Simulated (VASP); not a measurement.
# Ti4C (I4/mmm) in VASP: relaxation of cell and atoms with PBE

Aim: the relaxation of cell and atoms of Ti4C with PBE.

All numbers are computed with VASP 6.6.1; they aren't measurements. Logs are shortened: lines on timing, memory, paths and dates and some standing lists are left out, and cuts for length are marked.

## (1) The cell of the first run

Symmetry: I4/mmm, No. 139, tetragonal system. The conventional cell has a = 7.134 Å, b = 7.134 Å, c = 2.838 Å, α = 90.00°, β = 90.00°, γ = 90.00°. Within 3.0 Å of Ti (site symmetry m2m) lie 2 C at 2.30 Å and 8 Ti at 2.55 to 2.87 Å. C (site symmetry 4/mmm) has 8 Ti at 2.30 Å and 2 C at 2.84 Å within 3.0 Å.

The cell was generated, and may not be a known phase.

## (2) Relaxation of cell and atoms, PBE

File INCAR:

```
ALGO     = Normal         # electronic algorithm
EDIFF    = 1E-6           # SCF threshold, eV
EDIFFG   = -0.01          # ionic threshold
ENCUT    = 600            # plane-wave cutoff, eV
GGA      = PE             # functional
IBRION   = 2              # ionic algorithm
ISIF     = 3              # what is computed and relaxed
ISMEAR   = 0              # smearing method
LASPH    = True           # aspherical terms in the spheres
LCHARG   = False          # write CHGCAR
LREAL    = False          # projectors in reciprocal space
LWAVE    = False          # write WAVECAR
NELM     = 60             # most SCF steps
NSW      = 100            # ionic steps
PREC     = Accurate       # precision mode
SIGMA    = 0.1            # smearing width, eV
```

File KPOINTS:

```
k-points
0
Gamma
  14 14 14
```

File POSCAR:

```
Ti4C
1.0
   -3.5671440361      3.5671440361      1.4188816255
    3.5671440361     -3.5671440361      1.4188816255
    3.5671440361      3.5671440361     -1.4188816255
Ti C
4 1
Direct
    0.2469917186      0.5000000000      0.7469917186
    0.5000000000      0.7530082814      0.2530082814
    0.5000000000      0.2469917186      0.7469917186
    0.7530082814      0.5000000000      0.2530082814
    0.0000000000      0.0000000000      0.0000000000
```

Potentials or basis: VASP PAW PBE potentials, release 64 (Ti_sv, C).

On the command line:

```bash
cat potpaw_PBE.64/Ti_sv/POTCAR potpaw_PBE.64/C/POTCAR > POTCAR
mpirun -np 1 vasp_std > vasp.out
```

OUTCAR:

```text
EDIFF = 1E-6
   EDIFFG = -0.01
   ENCUT = 600
   GGA = PE
   IBRION = 2
   ISIF = 3
   ISMEAR = 0
   LASPH = True
   LREAL = False
   NELM = 60
   NSW = 100
   PREC = Accurate

 ion  position               nearest neighbor table
   1  0.247  0.500  0.747-   5 2.30   5 2.30   3 2.55   2 2.55   3 2.87   3 2.87   2 2.87   2 2.87

   2  0.500  0.753  0.253-   5 2.30   5 2.30   1 2.55   4 2.55   4 2.87   4 2.87   1 2.87   1 2.87

   3  0.500  0.247  0.747-   5 2.30   5 2.30   1 2.55   4 2.55   1 2.87   1 2.87   4 2.87   4 2.87

   4  0.753  0.500  0.253-   5 2.30   5 2.30   3 2.55   2 2.55   2 2.87   2 2.87   3 2.87   3 2.87

   5  0.000  0.000  0.000-   4 2.30   2 2.30   1 2.30   3 2.30   4 2.30   2 2.30   1 2.30   3 2.30

  LATTYP: Found a body centered tetragonal cell.
 ALAT       =     7.1342880722
 C/A-ratio  =     0.3977640407

  Lattice vectors:

 A1 = (  -3.5671440361,   3.5671440361,   1.4188816255)
 A2 = (   3.5671440361,  -3.5671440361,   1.4188816255)
 A3 = (   3.5671440361,   3.5671440361,  -1.4188816255)

Analysis of symmetry for initial positions (statically):
=====================================================================
 Subroutine PRICEL returns:
 Original cell was already a primitive cell.

 Routine SETGRP: Setting up the symmetry group for a
 body centered tetragonal supercell.

 Subroutine GETGRP returns: Found 16 space group operations
 (whereof 16 operations were pure point group operations)
 out of a pool of 16 trial point group operations.

The static configuration has the point symmetry D_4h.

Analysis of symmetry for dynamics (positions and initial velocities):
=====================================================================
 Subroutine PRICEL returns:
 Original cell was already a primitive cell.

 Routine SETGRP: Setting up the symmetry group for a
 body centered tetragonal supercell.

 Subroutine GETGRP returns: Found 16 space group operations
 (whereof 16 operations were pure point group operations)
 out of a pool of 16 trial point group operations.

The dynamic configuration has the point symmetry D_4h.

 Subroutine INISYM returns: Found 16 space group operations
 (whereof 16 operations are pure point group operations),
 and found     1 'primitive' translations

----------------------------------------------------------------------------------------

                                     Primitive cell

  volume of cell :      72.2183

  direct lattice vectors                    reciprocal lattice vectors
    -3.567144036  3.567144036  1.418881626     0.000000000  0.140168156  0.352390214
     3.567144036 -3.567144036  1.418881626     0.140168156  0.000000000  0.352390214
     3.567144036  3.567144036 -1.418881626     0.140168156  0.140168156  0.000000000

  length of vectors
     5.240444467  5.240444467  5.240444467     0.379243952  0.379243952  0.198227707

  position of ions in fractional coordinates (direct lattice)
     0.246991719  0.500000000  0.746991719
     0.500000000  0.753008281  0.253008281
     0.500000000  0.246991719  0.746991719
     0.753008281  0.500000000  0.253008281
     0.000000000  0.000000000  0.000000000

  ion indices of the primitive-cell ions
   primitive index   ion index
                 1           1
                 2           2
                 3           3
                 4           4
                 5           5

----------------------------------------------------------------------------------------

 KPOINTS: k-points

Automatic generation of k-mesh.
 Grid dimensions read from file:
 generate k-points for:   14   14   14

 Generating k-lattice:

  Cartesian coordinates                     Fractional coordinates (reciprocal lattice)
     0.000000000  0.010012011  0.025170730     0.071428571  0.000000000  0.000000000
     0.010012011  0.000000000  0.025170730     0.000000000  0.071428571  0.000000000
     0.010012011  0.010012011  0.000000000     0.000000000  0.000000000  0.071428571

  Length of vectors
     0.027088854  0.027088854  0.014159122

  Shift w.r.t. Gamma in fractional coordinates (k-lattice)
     0.000000000  0.000000000  0.000000000

 Subroutine IBZKPT returns following result:
 ===========================================

 Found    244 irreducible k-points:

 Following reciprocal coordinates:
            Coordinates               Weight
  0.000000  0.000000  0.000000      1.000000
  0.071429  0.000000  0.000000      8.000000
  0.142857  0.000000 -0.000000      8.000000
  0.214286  0.000000 -0.000000      8.000000
  0.285714  0.000000  0.000000      8.000000
  0.357143  0.000000 -0.000000      8.000000
[... 16 lines left out ...]
  0.214286  0.142857 -0.000000     16.000000
  0.285714  0.142857 -0.000000     16.000000
 [... further k-points ...]
   k-points           NKPTS =    244   k-points in BZ     NKDIM =    244   number of bands    NBANDS=     31
   number of dos      NEDOS =    301   number of ions     NIONS =      5
   total plane-waves  NPLWV =  74088
   dimension x,y,z NGX =    42 NGY =   42 NGZ =   42
   dimension x,y,z NGXF=    84 NGYF=   84 NGZF=   84
   ions per type =               4   1
   NGX,Y,Z   is equivalent  to a cutoff of  13.32, 13.32, 13.32 a.u.
   NGXF,Y,Z  is equivalent  to a cutoff of  26.65, 26.65, 26.65 a.u.
 SYSTEM =  unknown system
   PREC   = accura    normal or accurate (medium, high low for compatibility)
   ISTART =      0    job   : 0-new  1-cont  2-samecut
   ICHARG =      2    charge: 1-file 2-atom 10-const
   ISPIN  =      1    spin polarized calculation?
   LNONCOLLINEAR =      F non collinear calculations
   LSORBIT =      F    spin-orbit coupling
   LASPH  =      T    aspherical Exc in radial PAW
   ENCUT  =  600.0 eV  44.10 Ry    6.64 a.u.  10.47 10.47 10.47*2*pi/ulx,y,z
   NELM   =     60;   NELMIN=  2; NELMDL= -5     # of ELM steps
   EDIFF  = 0.1E-05   stopping-criterion for ELM
   LREAL  =      F    real-space projection
   EDIFFG = -.1E-01   stopping-criterion for IOM
   NSW    =    100    number of steps for IOM
   IBRION =      2    ionic relax: 0-MD 1-quasi-New 2-CG
   NFREE  =      1    steps in history (QN), initial steepest desc. (CG)
   ISIF   =      3    stress and relaxation
   ISYM   =      2    0-nonsym 1-usesym 2-fastsym
   POTIM  = 0.5000    time-step for ionic-motion
   TEBEG  =    0.0;   TEEND  =   0.0 temperature during run
   PSTRESS=    0.0 pullay stress
   NELECT =      52.0000    total number of electrons
   NUPDOWN=      -1.0000    fix difference up-down
   EMIN   =  10.00;   EMAX   =-10.00  energy-range for DOS
   EFERMI =   0.00;   METHOD = LEGACY
   ISMEAR =     0;   SIGMA  =   0.10  broadening in eV -4-tet -1-fermi 0-gaus
   EFERMI_NEDOS =   21; number of points for ismear=-14 and -15
   IALGO  =     38    algorithm
   IMIX   =      4    mixing-type and parameters
     AMIX     =   0.40;   BMIX     =  1.00
     AMIX_MAG =   1.60;   BMIX_MAG =  1.00
  volume/ion in A,a.u.               =      14.44        97.47
  Fermi-wavevector in a.u.,A,eV,Ry     =   1.467327  2.772845 29.293988  2.153047
  Thomas-Fermi vector in A             =   2.582958
   LORBIT       =      0    0 simple, 1 ext, 2 COOP (PROOUT), +10 PAW based schemes
   GGA     = PE    functional components
   LHFCALC =     F    Hartree Fock is set to
   AEXX    =    0.0000 exact exchange contribution
   IVDW    =     0    specifies the selected vdW correction
   LEPSILON=     F    determine dielectric tensor
   LRPA    =     F    only Hartree local field effects (RPA)
 conjugate gradient relaxation of ions
 non-spin polarized calculation
 Gauss-broadening in eV      SIGMA  =   0.10
  energy-cutoff  :      600.00
  volume of cell :       72.22
 maximum number of plane-waves:      2437
 NGX is ok and might be reduce to    42
   NGX = 21   NGY = 21   NGZ = 21

--------------------------------------- Ionic step        1  -------------------------------------------

 number of electron      52.0000001 magnetization

 Free energy of the ion-electron system (eV)
  ---------------------------------------------------
  ext. energy  EPLUGINS =         0.00000000
  ---------------------------------------------------
  free energy    TOTEN  =       -40.37790429 eV

  energy without entropy =      -40.34693807  energy(sigma->0) =      -40.36242118

------------------------ aborting loop because EDIFF is reached ----------------------------------------

  FORCE on cell =-STRESS in cart. coord.  units (eV):
  Direction    XX          YY          ZZ          XY          YZ          ZX
  --------------------------------------------------------------------------------------
  -------------------------------------------------------------------------------------
  Total       -0.1618950     -0.1618950      0.0436033      0.0000000      0.0000000     -0.0000000
  in kB       -3.5916708     -3.5916708      0.9673469      0.0000000      0.0000000     -0.0000000
  external PRESSURE =      -2.0719982 kB  Pullay stress =       0.0000000 kB

 VOLUME and BASIS-vectors are now :
 -----------------------------------------------------------------------------
  energy-cutoff  :      600.00
  volume of cell :       72.22
      direct lattice vectors                 reciprocal lattice vectors
    -3.567144036  3.567144036  1.418881626     0.000000000  0.140168156  0.352390214
     3.567144036 -3.567144036  1.418881626     0.140168156  0.000000000  0.352390214
     3.567144036  3.567144036 -1.418881626     0.140168156  0.140168156  0.000000000
[... 118 lines left out ...]
 POSITION                                       TOTAL-FORCE (eV/Angst)
 -----------------------------------------------------------------------------------
      3.56196      1.75861      0.00000         0.000000     -0.022429     -0.000000
      1.80334      0.00000      1.41944         0.022429      0.000000      0.000000
      1.75861      3.56196      0.00000        -0.022429      0.000000     -0.000000
      0.00000      1.80334      1.41944        -0.000000      0.022429      0.000000
      0.00000      0.00000     -0.00000         0.000000      0.000000      0.000000
 -----------------------------------------------------------------------------------
    total drift:                                0.000000     -0.000000     -0.000000

  FREE ENERGIE OF THE ION-ELECTRON SYSTEM (eV)
  ---------------------------------------------------
  free  energy   TOTEN  =       -40.3782498337 eV

  energy  without entropy=      -40.3475913450  energy(sigma->0) =      -40.36292059

--------------------------------------- Ionic step        5  -------------------------------------------

 number of electron      51.9999998 magnetization

 Free energy of the ion-electron system (eV)
  ---------------------------------------------------
  ext. energy  EPLUGINS =         0.00000000
  ---------------------------------------------------
  free energy    TOTEN  =       -40.37830645 eV

  energy without entropy =      -40.34780545  energy(sigma->0) =      -40.36305595

 E-fermi :   8.7142     XC(G=0): -11.8272

 val. band max:        8.7031586438   @ k =  -0.2143   0.0714   0.0000
 cond. band min:       8.7146073266   @ k =   0.5000   0.2857   0.0714
 fundamental gap:      0.0114486829
 Fermi energy:         8.7141555492

 k-point     1 :       0.0000    0.0000    0.0000
  band No.  band energies     occupation
      1     -48.0085      2.00000
      2     -47.8678      2.00000
      3     -47.8678      2.00000
      4     -47.7368      2.00000
      5     -24.6909      2.00000
      6     -24.6483      2.00000
[... 805 lines left out ...]
     30       9.8221      0.00000
     31      10.7009      0.00000

 [... further k-points ...]

------------------------ aborting loop because EDIFF is reached ----------------------------------------

  FORCE on cell =-STRESS in cart. coord.  units (eV):
  Direction    XX          YY          ZZ          XY          YZ          ZX
  --------------------------------------------------------------------------------------
  -------------------------------------------------------------------------------------
  Total       -0.0028143     -0.0028143     -0.0160765      0.0000000     -0.0000000     -0.0000000
  in kB       -0.0625650     -0.0625650     -0.3574024      0.0000000     -0.0000000     -0.0000000
  external PRESSURE =      -0.1608441 kB  Pullay stress =       0.0000000 kB

 VOLUME and BASIS-vectors are now :
 -----------------------------------------------------------------------------
  energy-cutoff  :      600.00
  volume of cell :       72.07
      direct lattice vectors                 reciprocal lattice vectors
    -3.561860509  3.561860509  1.420141982     0.000000000  0.140376076  0.352077473
     3.561860509 -3.561860509  1.420141982     0.140376076  0.000000000  0.352077473
     3.561860509  3.561860509 -1.420141982     0.140376076  0.140376076  0.000000000

 POSITION                                       TOTAL-FORCE (eV/Angst)
 -----------------------------------------------------------------------------------
      3.56186      1.75725      0.00000        -0.000000      0.000314     -0.000000
      1.80461     -0.00000      1.42014        -0.000314      0.000000      0.000000
      1.75725      3.56186      0.00000         0.000314      0.000000     -0.000000
     -0.00000      1.80461      1.42014        -0.000000     -0.000314      0.000000
      0.00000      0.00000      0.00000         0.000000     -0.000000     -0.000000
 -----------------------------------------------------------------------------------
    total drift:                               -0.000000     -0.000000      0.000000

  FREE ENERGIE OF THE ION-ELECTRON SYSTEM (eV)
  ---------------------------------------------------
  free  energy   TOTEN  =       -40.3783064466 eV

  energy  without entropy=      -40.3478054519  energy(sigma->0) =      -40.36305595

 reached required accuracy - stopping structural energy minimisation
```

Wall time 21 min (1 thread of Intel Xeon 6975P-C (Granite Rapids), shared host); peak memory 0.65 GiB.

What came out:

* Free energy: -40.3783 eV
* Relaxed volume: 14.41 Å³/atom
* Relaxed cell: a = 5.234 Å, b = 5.234 Å, c = 5.234 Å, α = 94.22°, β = 94.22°, γ = 148.51°
* Space group after relaxing (to 0.1 Å): I4/mmm (No. 139)
* Energy gained by relaxing: 0.1 meV/atom
* Ionic steps: 5
* Pressure after relaxing: 0.0 GPa
* Band gap on the k mesh: zero (bands 26 and 27 overlap by 0.78 eV)

The path:
| step | energy change (eV) | largest force (eV/Å) | pressure (GPa) | volume (Å³) |
| --- | --- | --- | --- | --- |
| 1 | 0.0000 | 0.0208 | -0.21 | 72.22 |
| 2 | -0.0003 | 0.0224 | 0.08 | 72.02 |
| 3 | -0.0003 | 0.0224 | 0.09 | 72.03 |
| 4 | -0.0003 | 0.0224 | 0.09 | 72.04 |
| 5 | -0.0004 | 0.0003 | -0.02 | 72.07 |

Final structure:
```cif
data_structure
_symmetry_space_group_name_H-M 'P 1'
_symmetry_Int_Tables_number 1
_cell_length_a 5.2336
_cell_length_b 5.2336
_cell_length_c 5.2336
_cell_angle_alpha 94.223
_cell_angle_beta 94.223
_cell_angle_gamma 148.511
_cell_volume 72.07
loop_
_atom_site_label
_atom_site_type_symbol
_atom_site_fract_x
_atom_site_fract_y
_atom_site_fract_z
_atom_site_occupancy
Ti1 Ti 0.24668 0.50000 0.74668 1
Ti2 Ti 0.50000 0.75332 0.25332 1
Ti3 Ti 0.50000 0.24668 0.74668 1
Ti4 Ti 0.75332 0.50000 0.25332 1
C1 C 0.00000 0.00000 0.00000 1
```
